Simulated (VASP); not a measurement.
# La (Pm-3m) in VASP: notebook

La is run at these levels: RPBE; tasks: single point.

All numbers are computed with VASP 6.6.1; they aren't measurements. Logs are shortened: lines on timing, memory, paths and dates and some standing lists are left out, and cuts for length are marked.

## Step 1: The cell of the first run

It takes space group Pm-3m (No. 221, cubic). Conventional cell: a = 3.430 Å, b = 3.430 Å, c = 3.430 Å, α = 90.00°, β = 90.00°, γ = 90.00°. Within 4.5 Å of La (site symmetry m-3m) lie 6 La at 3.43 Å.

## Step 2: Single point, RPBE (volume scaled by 1.04)

INCAR reads:

```
SYSTEM = La
ALGO = Normal
EDIFF = 1E-7
ENCUT = 520
GGA = RP
ISIF = 2
ISMEAR = -1
LASPH = .TRUE.
LCHARG = .FALSE.
LREAL = .FALSE.
LWAVE = .FALSE.
NBANDS = 12
NELM = 100
PREC = Accurate
SIGMA = 0.1
```

KPOINTS reads:

```
k-points
0
G
  11 11 11
  0 0 0
```

POSCAR reads:

```
La
1.0
    3.4304091795      0.0000000000      0.0000000000
    0.0000000000      3.4304091795      0.0000000000
    0.0000000000      0.0000000000      3.4304091795
La
1
Direct
    0.0000000000      0.0000000000      0.0000000000
```

Potentials or basis: VASP PAW PBE potentials, release 64 (La).

Command:

```sh
$ cat potpaw_PBE.64/La/POTCAR > POTCAR
$ mpirun -np 1 vasp_std > vasp.out
```

OUTCAR:

```text
SYSTEM = La
   EDIFF = 1E-7
   ENCUT = 520
   GGA = RP
   ISIF = 2
   ISMEAR = -1
   LASPH = .TRUE.
   LREAL = .FALSE.
   NELM = 100
   PREC = Accurate

 ion  position               nearest neighbor table
   1  0.000  0.000  0.000-

  LATTYP: Found a simple cubic cell.
 ALAT       =     3.4304091795

  Lattice vectors:

 A1 = (   3.4304091795,   0.0000000000,   0.0000000000)
 A2 = (   0.0000000000,   3.4304091795,   0.0000000000)
 A3 = (   0.0000000000,   0.0000000000,   3.4304091795)

Analysis of symmetry for initial positions (statically):
=====================================================================
 Subroutine PRICEL returns:
 Original cell was already a primitive cell.

 Routine SETGRP: Setting up the symmetry group for a
 simple cubic supercell.

 Subroutine GETGRP returns: Found 48 space group operations
 (whereof 48 operations were pure point group operations)
 out of a pool of 48 trial point group operations.

The static configuration has the point symmetry O_h .

Analysis of symmetry for dynamics (positions and initial velocities):
=====================================================================
 Subroutine PRICEL returns:
 Original cell was already a primitive cell.

 Routine SETGRP: Setting up the symmetry group for a
 simple cubic supercell.

 Subroutine GETGRP returns: Found 48 space group operations
 (whereof 48 operations were pure point group operations)
 out of a pool of 48 trial point group operations.

The dynamic configuration has the point symmetry O_h .

 Subroutine INISYM returns: Found 48 space group operations
 (whereof 48 operations are pure point group operations),
 and found     1 'primitive' translations

----------------------------------------------------------------------------------------

                                     Primitive cell

  volume of cell :      40.3681

  direct lattice vectors                    reciprocal lattice vectors
     3.430409179  0.000000000  0.000000000     0.291510414  0.000000000  0.000000000
     0.000000000  3.430409179  0.000000000     0.000000000  0.291510414  0.000000000
     0.000000000  0.000000000  3.430409179     0.000000000  0.000000000  0.291510414

  length of vectors
     3.430409179  3.430409179  3.430409179     0.291510414  0.291510414  0.291510414

  position of ions in fractional coordinates (direct lattice)
     0.000000000  0.000000000  0.000000000

  ion indices of the primitive-cell ions
   primitive index   ion index
                 1           1

----------------------------------------------------------------------------------------

 KPOINTS: k-points

Automatic generation of k-mesh.
 Grid dimensions read from file:
 generate k-points for:   11   11   11

 Generating k-lattice:

  Cartesian coordinates                     Fractional coordinates (reciprocal lattice)
     0.026500947  0.000000000  0.000000000     0.090909091  0.000000000  0.000000000
     0.000000000  0.026500947  0.000000000     0.000000000  0.090909091  0.000000000
     0.000000000  0.000000000  0.026500947     0.000000000  0.000000000  0.090909091

  Length of vectors
     0.026500947  0.026500947  0.026500947

  Shift w.r.t. Gamma in fractional coordinates (k-lattice)
     0.000000000  0.000000000  0.000000000

 Subroutine IBZKPT returns following result:
 ===========================================

 Found     56 irreducible k-points:

 Following reciprocal coordinates:
            Coordinates               Weight
  0.000000  0.000000  0.000000      1.000000
  0.090909  0.000000  0.000000      6.000000
  0.181818  0.000000  0.000000      6.000000
  0.272727  0.000000  0.000000      6.000000
  0.363636  0.000000  0.000000      6.000000
  0.454545  0.000000  0.000000      6.000000
[... 16 lines left out ...]
  0.181818  0.090909  0.090909     24.000000
  0.272727  0.090909  0.090909     24.000000
 [... further k-points ...]
   k-points           NKPTS =     56   k-points in BZ     NKDIM =     56   number of bands    NBANDS=     12
   number of dos      NEDOS =    301   number of ions     NIONS =      1
   total plane-waves  NPLWV =  21952
   dimension x,y,z NGX =    28 NGY =   28 NGZ =   28
   dimension x,y,z NGXF=    56 NGYF=   56 NGZF=   56
   ions per type =               1
   NGX,Y,Z   is equivalent  to a cutoff of  13.57, 13.57, 13.57 a.u.
   NGXF,Y,Z  is equivalent  to a cutoff of  27.14, 27.14, 27.14 a.u.
 SYSTEM =  La
   PREC   = accura    normal or accurate (medium, high low for compatibility)
   ISTART =      0    job   : 0-new  1-cont  2-samecut
   ICHARG =      2    charge: 1-file 2-atom 10-const
   ISPIN  =      1    spin polarized calculation?
   LNONCOLLINEAR =      F non collinear calculations
   LSORBIT =      F    spin-orbit coupling
   LASPH  =      T    aspherical Exc in radial PAW
   ENCUT  =  520.0 eV  38.22 Ry    6.18 a.u.   6.38  6.38  6.38*2*pi/ulx,y,z
   NELM   =    100;   NELMIN=  2; NELMDL= -5     # of ELM steps
   EDIFF  = 0.1E-06   stopping-criterion for ELM
   LREAL  =      F    real-space projection
   EDIFFG = 0.1E-05   stopping-criterion for IOM
   NSW    =      0    number of steps for IOM
   IBRION =     -1    ionic relax: 0-MD 1-quasi-New 2-CG
   NFREE  =      0    steps in history (QN), initial steepest desc. (CG)
   ISIF   =      2    stress and relaxation
   ISYM   =      2    0-nonsym 1-usesym 2-fastsym
   POTIM  = 0.5000    time-step for ionic-motion
   TEBEG  =    0.0;   TEEND  =   0.0 temperature during run
   PSTRESS=    0.0 pullay stress
   NELECT =      11.0000    total number of electrons
   NUPDOWN=      -1.0000    fix difference up-down
   EMIN   =  10.00;   EMAX   =-10.00  energy-range for DOS
   EFERMI =   0.00;   METHOD = LEGACY
   ISMEAR =    -1;   SIGMA  =   0.10  broadening in eV -4-tet -1-fermi 0-gaus
   EFERMI_NEDOS =   21; number of points for ismear=-14 and -15
   IALGO  =     38    algorithm
   IMIX   =      4    mixing-type and parameters
     AMIX     =   0.40;   BMIX     =  1.00
     AMIX_MAG =   1.60;   BMIX_MAG =  1.00
  volume/ion in A,a.u.               =      40.37       272.42
  Fermi-wavevector in a.u.,A,eV,Ry     =   1.061353  2.005666 15.326554  1.126470
  Thomas-Fermi vector in A             =   2.196766
   LORBIT       =      0    0 simple, 1 ext, 2 COOP (PROOUT), +10 PAW based schemes
   GGA     = RP    functional components
   LHFCALC =     F    Hartree Fock is set to
   AEXX    =    0.0000 exact exchange contribution
   IVDW    =     0    specifies the selected vdW correction
   LEPSILON=     F    determine dielectric tensor
   LRPA    =     F    only Hartree local field effects (RPA)
 non-spin polarized calculation
  energy-cutoff  :      520.00
  volume of cell :       40.37
 maximum number of plane-waves:      1104
 NGX is ok and might be reduce to    28
   NGX = 13   NGY = 13   NGZ = 13

 number of electron      11.0000002 magnetization

 Free energy of the ion-electron system (eV)
  ---------------------------------------------------
  ext. energy  EPLUGINS =         0.00000000
  ---------------------------------------------------
  free energy    TOTEN  =        -4.05434175 eV

  energy without entropy =       -3.97433940  energy(sigma->0) =       -4.01434058

 E-fermi :   7.0469     XC(G=0):  -9.0881

 val. band max:        7.0461781188   @ k =   0.3636   0.3636   0.0000
 cond. band min:       7.0746966027   @ k =   0.4545   0.1818   0.0909
 fundamental gap:      0.0285184840
 Fermi energy:         7.0469373887

 k-point     1 :       0.0000    0.0000    0.0000
  band No.  band energies     occupation
      1     -26.1462      2.00000
      2      -9.0874      2.00000
      3      -9.0874      2.00000
      4      -9.0874      2.00000
      5       4.1498      2.00000
      6       6.0934      1.99986
      7       6.0934      1.99986
      8       8.7288      0.00000
      9       8.7288      0.00000
     10       8.7288      0.00000
     11       8.8896      0.00000
     12       8.8896      0.00000

 k-point     2 :       0.0909    0.0000    0.0000
  band No.  band energies     occupation
      1     -26.1331      2.00000
      2      -9.2225      2.00000
      3      -9.0759      2.00000
      4      -9.0759      2.00000
      5       4.3257      2.00000
      6       6.1399      1.99977
      7       6.3109      1.99873
      8       8.7085      0.00000
      9       8.7370      0.00000
     10       8.7370      0.00000
     11       8.8571      0.00000
     12       8.8956      0.00000

 k-point     3 :       0.1818    0.0000    0.0000
  band No.  band energies     occupation
      1     -26.0978      2.00000
      2      -9.5674      2.00000
      3      -9.0449      2.00000
      4      -9.0449      2.00000
      5       4.7499      2.00000
      6       6.2721      1.99914
      7       6.9591      1.41281
      8       8.6480      0.00000
      9       8.7509      0.00000
     10       8.7599      0.00000
     11       8.7599      0.00000
     12       8.9169      0.00000
[... 286 lines left out ...]
 k-point    23 :       0.1818    0.0909    0.0909
  band No.  band energies     occupation
      1     -26.0718      2.00000
      2      -9.5408      2.00000
      3      -9.1720      2.00000
      4      -9.1584      2.00000
      5       5.1120      2.00000
      6       6.5990      1.97757
      7       7.0758      0.85645
      8       8.6004      0.00000
      9       8.6248      0.00000
     10       8.7373      0.00000
     11       8.7869      0.00000
     12       8.9809      0.00000

 k-point    24 :       0.2727    0.0909    0.0909
  band No.  band energies     occupation
      1     -26.0249      2.00000
      2      -9.9560      2.00000
      3      -9.1287      2.00000
      4      -9.1156      2.00000
      5       5.6083      2.00000
      6       6.7825      1.86736
      7       7.8381      0.00073
      8       8.4528      0.00000
      9       8.4711      0.00000
     10       8.7464      0.00000
     11       8.8211      0.00000
     12       9.0190      0.00000

 [... further k-points ...]
[... 5 lines left out ...]
  --------------------------------------------------------------------------------------
  -------------------------------------------------------------------------------------
  Total       -0.1680249     -0.1680249     -0.1680249      0.0000000     -0.0000000      0.0000000
  in kB       -6.6687809     -6.6687809     -6.6687809      0.0000000     -0.0000000      0.0000000
  external PRESSURE =      -6.6687809 kB  Pullay stress =       0.0000000 kB

 VOLUME and BASIS-vectors are now :
 -----------------------------------------------------------------------------
  energy-cutoff  :      520.00
  volume of cell :       40.37
      direct lattice vectors                 reciprocal lattice vectors
     3.430409179  0.000000000  0.000000000     0.291510414  0.000000000  0.000000000
     0.000000000  3.430409179  0.000000000     0.000000000  0.291510414  0.000000000
     0.000000000  0.000000000  3.430409179     0.000000000  0.000000000  0.291510414

 POSITION                                       TOTAL-FORCE (eV/Angst)
 -----------------------------------------------------------------------------------
      0.00000      0.00000      0.00000         0.000000      0.000000      0.000000
 -----------------------------------------------------------------------------------
    total drift:                                0.000000      0.000000     -0.000000

  FREE ENERGIE OF THE ION-ELECTRON SYSTEM (eV)
  ---------------------------------------------------
  free  energy   TOTEN  =        -4.0543417535 eV

  energy  without entropy=       -3.9743394033  energy(sigma->0) =       -4.01434058
```

Run time: 34 s. Hardware: 1 thread of Intel Xeon Platinum 8488C (Sapphire Rapids), shared host; peak memory 0.18 GiB.

What came out:

```
Free energy : -4.0543 eV
Pressure    : -0.7 GPa
```

Caveat: the PAW data sets were made with another functional, which shifts forces and pressure a little; spin-orbit coupling is left out, which moves the levels of the heavy elements.

## Step 3: Single point, RPBE (volume scaled by 1.08)

INCAR reads:

```
SYSTEM = La
ALGO = Normal ; EDIFF = 1E-6
ENCUT = 520 ; GGA = RP
ISIF = 2 ; ISMEAR = -1
LASPH = .TRUE. ; LCHARG = .TRUE.
LELF = .TRUE. ; LREAL = .FALSE.
LVHAR = .TRUE. ; LWAVE = .FALSE.
NBANDS = 12 ; NELM = 60
PREC = Accurate ; SIGMA = 0.1
```

KPOINTS is that of step 2.

POSCAR reads:

```
La
1.0
    3.4738366907      0.0000000000      0.0000000000
    0.0000000000      3.4738366907      0.0000000000
    0.0000000000      0.0000000000      3.4738366907
La
1
Direct
    0.0000000000      0.0000000000      0.0000000000
```

Potentials or basis: VASP PAW PBE potentials, release 64 (La).

Command:

```sh
$ cat potpaw_PBE.64/La/POTCAR > POTCAR
$ mpirun -np 1 vasp_std > vasp.out
```

Run time: 31 s. Hardware: 1 thread of Intel Xeon Platinum 8488C (Sapphire Rapids), shared host; peak memory 0.18 GiB.

Results (log left out):

```yaml
Free_energy: -4.0450 eV
Pressure: -1.3 GPa
```

Levels at points of the mesh, in eV from the Fermi level:
| k point | band 2 | band 3 | band 4 | band 5 | band 6 | band 7 | band 8 | band 9 | band 10 | band 11 |
| --- | --- | --- | --- | --- | --- | --- | --- | --- | --- | --- |
| (0.00, 0.00, 0.00) | -16.24 | -16.24 | -16.24 | -2.91 | -0.90 | -0.90 | 1.61 | 1.61 | 1.61 | 1.75 |

Caveat: the PAW data sets were made with another functional, which shifts forces and pressure a little; spin-orbit coupling is left out, which moves the levels of the heavy elements.

## Step 4: Single point, RPBE (volume scaled by 1.12)

INCAR reads:

```
PREC = Accurate
ENCUT = 520
EDIFF = 1E-7
ISMEAR = -1
SIGMA = 0.1
LREAL = False
LASPH = True
NELM = 80
ALGO = Normal
ISIF = 2
LWAVE = False
LCHARG = True
GGA = RP
LELF = True
LVHAR = True
NBANDS = 12
```

KPOINTS reads:

```
regular mesh
0
Gamma
  11 11 11
```

POSCAR reads:

```
La
1.0
    3.5162047284      0.0000000000      0.0000000000
    0.0000000000      3.5162047284      0.0000000000
    0.0000000000      0.0000000000      3.5162047284
La
1
Direct
    0.0000000000      0.0000000000      0.0000000000
```

Command:

```sh
$ cat potpaw_PBE.64/La/POTCAR > POTCAR
$ mpirun -np 1 vasp_std > vasp.out
```

Run time: 34 s. Hardware: 1 thread of Intel Xeon Platinum 8488C (Sapphire Rapids), shared host; peak memory 0.19 GiB.

Results (log left out):

```yaml
Free_energy: -4.0300 eV
Pressure: -1.8 GPa
```

Levels at points of the mesh, in eV from the Fermi level:
| k point | band 4 | band 5 | band 6 | band 7 | band 8 | band 9 |
| --- | --- | --- | --- | --- | --- | --- |
| (0.00, 0.00, 0.00) | -16.35 | -2.91 | -0.85 | -0.85 | 1.53 | 1.53 |

Caveat: the PAW data sets were made with another functional, which shifts forces and pressure a little; spin-orbit coupling is left out, which moves the levels of the heavy elements.

## Step 5: Summary

| cell | gap on the mesh (eV) | pressure (GPa) |
| --- | --- | --- |
| a = 3.430 Å, 1 atom | none | -0.7 |
| a = 3.474 Å, 1 atom | none | -1.3 |
| a = 3.516 Å, 1 atom | none | -1.8 |

Alike in all rows: task single point; level RPBE; potentials or basis VASP PAW PBE potentials, release 64 (La); no spin polarisation; k mesh 11 × 11 × 11; cutoff (eV) 520; smearing fermi-dirac 0.1 eV.

Caveats: the PAW data sets were made with another functional, which shifts forces and pressure a little; spin-orbit coupling is left out, which moves the levels of the heavy elements.

Absolute energies hang on the potentials; compare differences alone.
